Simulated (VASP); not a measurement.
Write the native input for VASP 6.6.1 that does the following.

```
Task                   : single point
Functional             : PBEsol
Potentials or basis    : VASP PAW PBE potentials, release 64 (Ge_d)
Cutoff                 : 520 eV
k mesh                 : 14 × 14 × 10
Occupations            : gaussian, width 0.1 eV
Spin                   : no spin polarisation
Dipole correction      : no
Further INCAR settings : ALGO = Normal; EDIFF = 1e-07; NBANDS = 36
```

The structure of Ge lies in POSCAR:

```
Ge
1.0
    2.8516142429      2.8516142429      0.0000000000
   -2.8516142429      2.8516142429      0.0000000000
    0.0000000000      0.0000000000      5.5613571305
Ge
4
Direct
    0.5000000000      0.5000000000      0.5000000000
    0.5000000000      0.0000000000      0.2500000000
    0.0000000000      0.0000000000      0.0000000000
    0.0000000000      0.5000000000      0.7500000000
```

This cell differs from its parent crystal: uniaxial strain along c: -2.0 %.

These files were run (other wordings do the same):

INCAR

```
SYSTEM = Ge
ALGO     = Normal         ! electronic algorithm
EDIFF    = 1E-7           ! SCF threshold, eV
ENCUT    = 520            ! plane-wave cutoff, eV
GGA      = PS             ! functional
ISIF     = 2              ! what is computed and relaxed
ISMEAR   = 0              ! smearing method
LASPH    = .True.         ! aspherical terms in the spheres
LCHARG   = .False.        ! write CHGCAR
LREAL    = .False.        ! projectors in reciprocal space
LWAVE    = .False.        ! write WAVECAR
NBANDS   = 36             ! bands
NELM     = 80             ! most SCF steps
PREC     = Accurate       ! precision mode
SIGMA    = 0.1            ! smearing width, eV
```

KPOINTS

```
k-points
0
Gamma
  14 14 10
  0 0 0
```

Potentials or basis: VASP PAW PBE potentials, release 64 (Ge_d).

Run with:

```console
$ cat potpaw_PBE.64/Ge_d/POTCAR > POTCAR
$ mpirun -np 1 vasp_std > vasp.out
```

Results of the run:

```yaml
Pressure: 0.7 GPa
Band_gap_on_the_k_mesh: 0.12 eV
```

Caveat: the cell differs from its parent crystal (uniaxial strain along c: -2.0 %); the PAW data sets were made with another functional, which shifts forces and pressure a little.

Wall time 12 min on 1 thread of Intel Xeon 8259CL, with other jobs on the host, peak memory 0.55 GiB.
